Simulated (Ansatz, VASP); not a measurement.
# Sr in VASP and in Ansatz

File INCAR:

```
ALGO     = Normal         # electronic algorithm
EDIFF    = 1E-6           # SCF threshold, eV
ENCUT    = 520            # plane-wave cutoff, eV
GGA      = PE             # functional
ISIF     = 2              # what is computed and relaxed
ISMEAR   = 0              # smearing method
LASPH    = T              # aspherical terms in the spheres
LCHARG   = F              # write CHGCAR
LREAL    = F              # projectors in reciprocal space
LWAVE    = F              # write WAVECAR
NBANDS   = 11             # bands
NELM     = 60             # most SCF steps
PREC     = Accurate       # precision mode
SIGMA    = 0.1            # smearing width, eV
```

The input KPOINTS:

```
k-points
0
Gamma
  6 6 6
```

Contents of POSCAR:

```
Sr
1.0
    0.0000000000      3.0336031300      3.0336031300
    3.0336031300      0.0000000000      3.0336031300
    3.0336031300      3.0336031300      0.0000000000
Sr
1
Direct
    0.0000000000      0.0000000000      0.0000000000
```

Input for Ansatz:

```yaml
crystal:
  lattice:
    - [0.0, 3.03360313, 3.03360313]
    - [3.03360313, 0.0, 3.03360313]
    - [3.03360313, 3.03360313, 0.0]
  atoms:
    - { symbol: Sr, position: [0.0, 0.0, 0.0] }
basis:
  ecutwfc: 420
kpoints:
  mp_grid: { grid: [6, 6, 6] }
hamiltonian:
  xc: pbe
  pseudopotentials: { kind: paw, azcp: { folder: soft_1 } }
scf:
  occupations: { method: gaussian, width: 0.1 }
output:
  forces: true
  stress: true
  eigenvalues: true
```

Alike in both runs: task single point; functional PBE; k mesh 6 × 6 × 6; occupations gaussian, width 0.1 eV; no spin polarisation.

|  | VASP | Ansatz |
| --- | --- | --- |
| version | VASP 6.6.1 | Ansatz 0.2.0 |
| potentials or method | VASP PAW PBE potentials, release 64 (Sr_sv), cutoff 520 eV | scalar-relativistic, plane waves, PAW |
| valence electrons in the cell | 10 | 10 |

|  | VASP | Ansatz | Ansatz less VASP |
| --- | --- | --- | --- |
| gap on the k mesh at the Fermi level (eV) | 0.03 | 0.03 | 0.000 |
| least direct gap on the mesh (eV) | 0.03 | 0.03 | 0.000 |
| pressure (GPa) | -0.2 | -0.2 | -0.01 |
